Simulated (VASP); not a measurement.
# TiN (lda) (Fm-3m) in VASP: further runs

TiN (lda) is run at these levels: LDA; tasks: relaxation of cell and atoms.

Program: VASP 6.6.1. These are calculated values, not measurements. Logs are shortened: lines on timing, memory, paths and dates and some standing lists are left out, and cuts for length are marked.

## (1) The cell of the first run

Symmetry: Fm-3m, No. 225, cubic system. The conventional cell has a = 4.173 Å, b = 4.173 Å, c = 4.173 Å, α = 90.00°, β = 90.00°, γ = 90.00°. Ti (site symmetry m-3m) has 6 N at 2.09 Å within 2.8 Å. Within 2.8 Å of N (site symmetry m-3m) lie 6 Ti at 2.09 Å.

## (2) Relaxation of cell and atoms, LDA

Input file INCAR:

```
SYSTEM = TiN
PREC = Accurate
ENCUT = 600
EDIFF = 1E-6
ISMEAR = 0
SIGMA = 0.1
LREAL = .False.
LASPH = .True.
NELM = 80
ALGO = Normal
ISIF = 3
LWAVE = .False.
LCHARG = .False.
IBRION = 2
NSW = 100
EDIFFG = -0.002
```

Input file KPOINTS:

```
regular mesh
0
Gamma
  18 18 18
  0 0 0
```

Input file POSCAR:

```
TiN
1.0
    0.0000000000      2.0862956476      2.0862956476
    2.0862956476      0.0000000000      2.0862956476
    2.0862956476      2.0862956476      0.0000000000
Ti N
1 1
Direct
    0.0000000000      0.0000000000      0.0000000000
    0.5000000000      0.5000000000      0.5000000000
```

Potentials or basis: VASP PAW LDA potentials, release 64 (Ti_sv, N).

Started as:

```
> cat potpaw_LDA.64/Ti_sv/POTCAR potpaw_LDA.64/N/POTCAR > POTCAR
> mpirun -np 1 vasp_std > vasp.out
```

OUTCAR:

```text
SYSTEM = TiN
   PREC = Accurate
   ENCUT = 600
   EDIFF = 1E-6
   ISMEAR = 0
   LREAL = .False.
   LASPH = .True.
   NELM = 80
   ISIF = 3
   IBRION = 2
   NSW = 100
   EDIFFG = -0.002

 ion  position               nearest neighbor table
   1  0.000  0.000  0.000-   2 2.09   2 2.09   2 2.09   2 2.09   2 2.09   2 2.09
   2  0.500  0.500  0.500-   1 2.09   1 2.09   1 2.09   1 2.09   1 2.09   1 2.09

  LATTYP: Found a face centered cubic cell.
 ALAT       =     4.1725912952

  Lattice vectors:

 A1 = (   0.0000000000,   2.0862956476,   2.0862956476)
 A2 = (   2.0862956476,   0.0000000000,   2.0862956476)
 A3 = (   2.0862956476,   2.0862956476,   0.0000000000)

Analysis of symmetry for initial positions (statically):
=====================================================================
 Subroutine PRICEL returns:
 Original cell was already a primitive cell.

 Routine SETGRP: Setting up the symmetry group for a
 face centered cubic supercell.

 Subroutine GETGRP returns: Found 48 space group operations
 (whereof 48 operations were pure point group operations)
 out of a pool of 48 trial point group operations.

The static configuration has the point symmetry O_h .

Analysis of symmetry for dynamics (positions and initial velocities):
=====================================================================
 Subroutine PRICEL returns:
 Original cell was already a primitive cell.

 Routine SETGRP: Setting up the symmetry group for a
 face centered cubic supercell.

 Subroutine GETGRP returns: Found 48 space group operations
 (whereof 48 operations were pure point group operations)
 out of a pool of 48 trial point group operations.

The dynamic configuration has the point symmetry O_h .

 Subroutine INISYM returns: Found 48 space group operations
 (whereof 48 operations are pure point group operations),
 and found     1 'primitive' translations

----------------------------------------------------------------------------------------

                                     Primitive cell

  volume of cell :      18.1617

  direct lattice vectors                    reciprocal lattice vectors
     0.000000000  2.086295648  2.086295648    -0.239659226  0.239659226  0.239659226
     2.086295648  0.000000000  2.086295648     0.239659226 -0.239659226  0.239659226
     2.086295648  2.086295648  0.000000000     0.239659226  0.239659226 -0.239659226

  length of vectors
     2.950467600  2.950467600  2.950467600     0.415101956  0.415101956  0.415101956

  position of ions in fractional coordinates (direct lattice)
     0.000000000  0.000000000  0.000000000
     0.500000000  0.500000000  0.500000000

  ion indices of the primitive-cell ions
   primitive index   ion index
                 1           1
                 2           2

----------------------------------------------------------------------------------------

 KPOINTS: regular mesh

Automatic generation of k-mesh.
 Grid dimensions read from file:
 generate k-points for:   18   18   18

 Generating k-lattice:

  Cartesian coordinates                     Fractional coordinates (reciprocal lattice)
    -0.013314401  0.013314401  0.013314401     0.055555556  0.000000000  0.000000000
     0.013314401 -0.013314401  0.013314401     0.000000000  0.055555556  0.000000000
     0.013314401  0.013314401 -0.013314401     0.000000000  0.000000000  0.055555556

  Length of vectors
     0.023061220  0.023061220  0.023061220

  Shift w.r.t. Gamma in fractional coordinates (k-lattice)
     0.000000000  0.000000000  0.000000000

 Subroutine IBZKPT returns following result:
 ===========================================

 Found    195 irreducible k-points:

 Following reciprocal coordinates:
            Coordinates               Weight
  0.000000  0.000000  0.000000      1.000000
  0.055556  0.000000  0.000000      8.000000
  0.111111  0.000000  0.000000      8.000000
  0.166667  0.000000  0.000000      8.000000
  0.222222  0.000000  0.000000      8.000000
  0.277778  0.000000  0.000000      8.000000
[... 16 lines left out ...]
 -0.277778  0.055556  0.000000     24.000000
 -0.222222  0.055556  0.000000     24.000000
 [... further k-points ...]
   k-points           NKPTS =    195   k-points in BZ     NKDIM =    195   number of bands    NBANDS=     12
   number of dos      NEDOS =    301   number of ions     NIONS =      2
   total plane-waves  NPLWV =  13824
   dimension x,y,z NGX =    24 NGY =   24 NGZ =   24
   dimension x,y,z NGXF=    48 NGYF=   48 NGZF=   48
   ions per type =               1   1
   NGX,Y,Z   is equivalent  to a cutoff of  13.52, 13.52, 13.52 a.u.
   NGXF,Y,Z  is equivalent  to a cutoff of  27.05, 27.05, 27.05 a.u.
 SYSTEM =  TiN
   PREC   = accura    normal or accurate (medium, high low for compatibility)
   ISTART =      0    job   : 0-new  1-cont  2-samecut
   ICHARG =      2    charge: 1-file 2-atom 10-const
   ISPIN  =      1    spin polarized calculation?
   LNONCOLLINEAR =      F non collinear calculations
   LSORBIT =      F    spin-orbit coupling
   LASPH  =      T    aspherical Exc in radial PAW
   ENCUT  =  600.0 eV  44.10 Ry    6.64 a.u.   5.89  5.89  5.89*2*pi/ulx,y,z
   NELM   =     80;   NELMIN=  2; NELMDL= -5     # of ELM steps
   EDIFF  = 0.1E-05   stopping-criterion for ELM
   LREAL  =      F    real-space projection
   EDIFFG = -.2E-02   stopping-criterion for IOM
   NSW    =    100    number of steps for IOM
   IBRION =      2    ionic relax: 0-MD 1-quasi-New 2-CG
   NFREE  =      1    steps in history (QN), initial steepest desc. (CG)
   ISIF   =      3    stress and relaxation
   ISYM   =      2    0-nonsym 1-usesym 2-fastsym
   POTIM  = 0.5000    time-step for ionic-motion
   TEBEG  =    0.0;   TEEND  =   0.0 temperature during run
   PSTRESS=    0.0 pullay stress
   NELECT =      17.0000    total number of electrons
   NUPDOWN=      -1.0000    fix difference up-down
   EMIN   =  10.00;   EMAX   =-10.00  energy-range for DOS
   EFERMI =   0.00;   METHOD = LEGACY
   ISMEAR =     0;   SIGMA  =   0.10  broadening in eV -4-tet -1-fermi 0-gaus
   EFERMI_NEDOS =   21; number of points for ismear=-14 and -15
   IALGO  =     38    algorithm
   IMIX   =      4    mixing-type and parameters
     AMIX     =   0.40;   BMIX     =  1.00
     AMIX_MAG =   1.60;   BMIX_MAG =  1.00
  volume/ion in A,a.u.               =       9.08        61.28
  Fermi-wavevector in a.u.,A,eV,Ry     =   1.601420  3.026245 34.892773  2.564546
  Thomas-Fermi vector in A             =   2.698401
   LORBIT       =      0    0 simple, 1 ext, 2 COOP (PROOUT), +10 PAW based schemes
   GGA     = CA    functional components
   LHFCALC =     F    Hartree Fock is set to
   AEXX    =    0.0000 exact exchange contribution
   IVDW    =     0    specifies the selected vdW correction
   LEPSILON=     F    determine dielectric tensor
   LRPA    =     F    only Hartree local field effects (RPA)
 conjugate gradient relaxation of ions
 non-spin polarized calculation
 Gauss-broadening in eV      SIGMA  =   0.10
  energy-cutoff  :      600.00
  volume of cell :       18.16
 maximum number of plane-waves:       620
   NGX = 11   NGY = 11   NGZ = 11

--------------------------------------- Ionic step        1  -------------------------------------------

 number of electron      16.9999996 magnetization

 Free energy of the ion-electron system (eV)
  ---------------------------------------------------
  ext. energy  EPLUGINS =         0.00000000
  ---------------------------------------------------
  free energy    TOTEN  =       -21.67372187 eV

  energy without entropy =      -21.66986874  energy(sigma->0) =      -21.67179531

------------------------ aborting loop because EDIFF is reached ----------------------------------------

  FORCE on cell =-STRESS in cart. coord.  units (eV):
  Direction    XX          YY          ZZ          XY          YZ          ZX
  --------------------------------------------------------------------------------------
  -------------------------------------------------------------------------------------
  Total        0.0851600      0.0851600      0.0851600      0.0000000      0.0000000      0.0000000
  in kB        7.5125736      7.5125736      7.5125736      0.0000000      0.0000000      0.0000000
  external PRESSURE =       7.5125736 kB  Pullay stress =       0.0000000 kB

 VOLUME and BASIS-vectors are now :
 -----------------------------------------------------------------------------
  energy-cutoff  :      600.00
  volume of cell :       18.16
      direct lattice vectors                 reciprocal lattice vectors
     0.000000000  2.086295648  2.086295648    -0.239659226  0.239659226  0.239659226
     2.086295648  0.000000000  2.086295648     0.239659226 -0.239659226  0.239659226
     2.086295648  2.086295648  0.000000000     0.239659226  0.239659226 -0.239659226
[... 37 lines left out ...]
 POSITION                                       TOTAL-FORCE (eV/Angst)
 -----------------------------------------------------------------------------------
      2.09058      4.18116      2.09058         0.000000      0.000000     -0.000000
      2.09058      2.09058      2.09058         0.000000     -0.000000      0.000000
 -----------------------------------------------------------------------------------
    total drift:                               -0.000000     -0.000000     -0.000000

  FREE ENERGIE OF THE ION-ELECTRON SYSTEM (eV)
  ---------------------------------------------------
  free  energy   TOTEN  =       -21.6735860908 eV

  energy  without entropy=      -21.6696949404  energy(sigma->0) =      -21.67164052

--------------------------------------- Ionic step        3  -------------------------------------------

 number of electron      16.9999996 magnetization

 Free energy of the ion-electron system (eV)
  ---------------------------------------------------
  ext. energy  EPLUGINS =         0.00000000
  ---------------------------------------------------
  free energy    TOTEN  =       -21.67383110 eV

  energy without entropy =      -21.66996304  energy(sigma->0) =      -21.67189707

 E-fermi :  11.8170     XC(G=0): -13.6301

 val. band max:       11.7817812273   @ k =   0.5000   0.2222   0.0000
 cond. band min:      11.8240063701   @ k =   0.1111   0.0556   0.0000
 fundamental gap:      0.0422251428
 Fermi energy:        11.8169617850

 k-point     1 :       0.0000    0.0000    0.0000
  band No.  band energies     occupation
      1     -45.2538      2.00000
      2     -21.5722      2.00000
      3     -21.5722      2.00000
      4     -21.5722      2.00000
      5      -5.2906      2.00000
      6       9.7671      2.00000
      7       9.7671      2.00000
      8       9.7671      2.00000
      9      11.1376      2.00000
     10      11.1376      2.00000
     11      11.1376      2.00000
     12      12.4230      0.00000

 k-point     2 :       0.0556    0.0000    0.0000
  band No.  band energies     occupation
      1     -45.2500      2.00000
      2     -21.5976      2.00000
      3     -21.5742      2.00000
      4     -21.5742      2.00000
      5      -5.2238      2.00000
      6       9.3798      2.00000
      7       9.4681      2.00000
      8       9.4681      2.00000
      9      11.2421      2.00000
     10      11.2421      2.00000
     11      11.3555      2.00000
     12      12.7266      0.00000
[... 316 lines left out ...]
 k-point    24 :      -0.2222    0.0556    0.0000
  band No.  band energies     occupation
      1     -45.1918      2.00000
      2     -21.9593      2.00000
      3     -21.6305      2.00000
      4     -21.5934      2.00000
      5      -4.1442      2.00000
      6       6.2144      2.00000
      7       7.2387      2.00000
      8       7.5771      2.00000
      9      12.0550      0.00076
     10      12.2966      0.00000
     11      12.8186      0.00000
     12      14.9699      0.00000

 [... further k-points ...]
[... 5 lines left out ...]
  --------------------------------------------------------------------------------------
  -------------------------------------------------------------------------------------
  Total       -0.0028037     -0.0028037     -0.0028037      0.0000000     -0.0000000      0.0000000
  in kB       -0.2467372     -0.2467372     -0.2467372      0.0000000     -0.0000000      0.0000000
  external PRESSURE =      -0.2467372 kB  Pullay stress =       0.0000000 kB

 VOLUME and BASIS-vectors are now :
 -----------------------------------------------------------------------------
  energy-cutoff  :      600.00
  volume of cell :       18.21
      direct lattice vectors                 reciprocal lattice vectors
    -0.000000000  2.087983543  2.087983543    -0.239465489  0.239465489  0.239465489
     2.087983543  0.000000000  2.087983543     0.239465489 -0.239465489  0.239465489
     2.087983543  2.087983543  0.000000000     0.239465489  0.239465489 -0.239465489

 POSITION                                       TOTAL-FORCE (eV/Angst)
 -----------------------------------------------------------------------------------
      0.00000      0.00000      0.00000        -0.000000     -0.000000      0.000000
      2.08798      2.08798      2.08798         0.000000      0.000000     -0.000000
 -----------------------------------------------------------------------------------
    total drift:                                0.000000     -0.000000     -0.000000

  FREE ENERGIE OF THE ION-ELECTRON SYSTEM (eV)
  ---------------------------------------------------
  free  energy   TOTEN  =       -21.6738311019 eV

  energy  without entropy=      -21.6699630412  energy(sigma->0) =      -21.67189707

 reached required accuracy - stopping structural energy minimisation
```

Run time: 44 s. Hardware: 1 thread of Intel Xeon Platinum 8559C (Emerald Rapids), shared host; peak memory 0.18 GiB.

What came out:

```yaml
Free_energy: -21.6738 eV
Relaxed_volume: 9.10 Å³/atom
Relaxed_cell: a = 2.953 Å, b = 2.953 Å, c = 2.953 Å, α = 60.00°, β = 60.00°, γ = 60.00°
Space_group_after_relaxing_to_0.05_Å: Fm-3m (No. 225)
Energy_gained_by_relaxing: 0.1 meV/atom
Ionic_steps: 3
Pressure_after_relaxing: 0.0 GPa
```

Step by step:
```
step  energy change (eV)  largest force (eV/Å)  pressure (GPa)  volume (Å³)
   1              0.0000                0.0000            0.75        18.16
   2              0.0001                0.0000           -1.11        18.27
   3             -0.0001                0.0000           -0.02        18.21
```

Final structure:
```
CELL_PARAMETERS angstrom
0.00000 2.08798 2.08798
2.08798 0.00000 2.08798
2.08798 2.08798 0.00000
ATOMIC_POSITIONS crystal
Ti 0.00000 0.00000 0.00000
N 0.50000 0.50000 0.50000
```

Levels at points of the mesh, in eV from the Fermi level:
| k point | band 6 | band 7 | band 8 | band 9 | band 10 | band 11 | band 12 |
| --- | --- | --- | --- | --- | --- | --- | --- |
| (0.00, 0.00, 0.00) | -2.05 | -2.05 | -2.05 | -0.68 | -0.68 | -0.68 | 0.61 |
| (0.50, 0.00, 0.00) | -8.34 | -5.72 | -5.72 | 1.82 | 1.82 | 2.56 | 6.14 |
| (0.50, 0.50, 0.00) | -5.86 | -3.30 | -3.24 | -3.24 | 1.76 | 2.59 | 2.59 |

## (3) Relaxation of cell and atoms, LDA

Input file INCAR:

```
  PREC = Accurate
  ENCUT = 600
  EDIFF = 1E-6
  ISMEAR = -1
  SIGMA = 0.15
  LREAL = False
  LASPH = True
  NELM = 80
  ALGO = Normal
  ISIF = 3
  LWAVE = False
  LCHARG = False
  IBRION = 2
  NSW = 80
  EDIFFG = -0.001
```

Input file KPOINTS:

```
regular mesh
0
Gamma
  18 18 18
```

Input file POSCAR:

```
TiN
1.0
    0.0000000000      2.0858858464      2.0858858464
    2.0858858464      0.0000000000      2.0858858464
    2.0858858464      2.0858858464      0.0000000000
Ti N
1 1
Direct
    0.0000000000      0.0000000000      0.0000000000
    0.5000000000      0.5000000000      0.5000000000
```

Potentials or basis: VASP PAW LDA potentials, release 64 (Ti_sv, N).

Started as:

```
> cat potpaw_LDA.64/Ti_sv/POTCAR potpaw_LDA.64/N/POTCAR > POTCAR
> mpirun -np 1 vasp_std > vasp.out
```

Run time: 48 s. Hardware: 1 thread of Intel Xeon Platinum 8559C (Emerald Rapids), shared host; peak memory 0.18 GiB.

Results (log left out):

```
Free energy                            : -21.7014 eV
Relaxed volume                         : 9.11 Å³/atom
Relaxed cell                           : a = 2.954 Å, b = 2.954 Å, c = 2.954 Å, α = 60.00°, β = 60.00°, γ = 60.00°
Space group after relaxing (to 0.05 Å) : Fm-3m (No. 225)
Energy gained by relaxing              : 0.2 meV/atom
Ionic steps                            : 4
Pressure after relaxing                : 0.0 GPa
```

The path:
```
step  energy change (eV)  largest force (eV/Å)  pressure (GPa)  volume (Å³)
   1              0.0000                0.0000            1.29        18.15
   2              0.0004                0.0000           -1.91        18.34
   3             -0.0003                0.0000           -0.04        18.23
   4             -0.0003                0.0000            0.00        18.22
```

Final structure:
```cif
data_structure
_symmetry_space_group_name_H-M 'P 1'
_symmetry_Int_Tables_number 1
_cell_length_a 2.9538
_cell_length_b 2.9538
_cell_length_c 2.9538
_cell_angle_alpha 60.000
_cell_angle_beta 60.000
_cell_angle_gamma 60.000
_cell_volume 18.22
loop_
_atom_site_label
_atom_site_type_symbol
_atom_site_fract_x
_atom_site_fract_y
_atom_site_fract_z
_atom_site_occupancy
Ti1 Ti 0.00000 0.00000 0.00000 1
N1 N 0.50000 0.50000 0.50000 1
```

Levels at points of the mesh, in eV from the Fermi level:
```tsv
k point	band 5	band 6	band 7	band 8	band 9	band 10	band 11	band 12
(0.00, 0.00, 0.00)	-17.09	-2.03	-2.03	-2.03	-0.66	-0.66	-0.66	0.62
(0.50, 0.00, 0.00)	-14.35	-8.32	-5.70	-5.70	1.84	1.84	2.57	6.15
(0.50, 0.50, 0.00)	-15.65	-5.85	-3.28	-3.22	-3.22	1.77	2.60	2.60
```
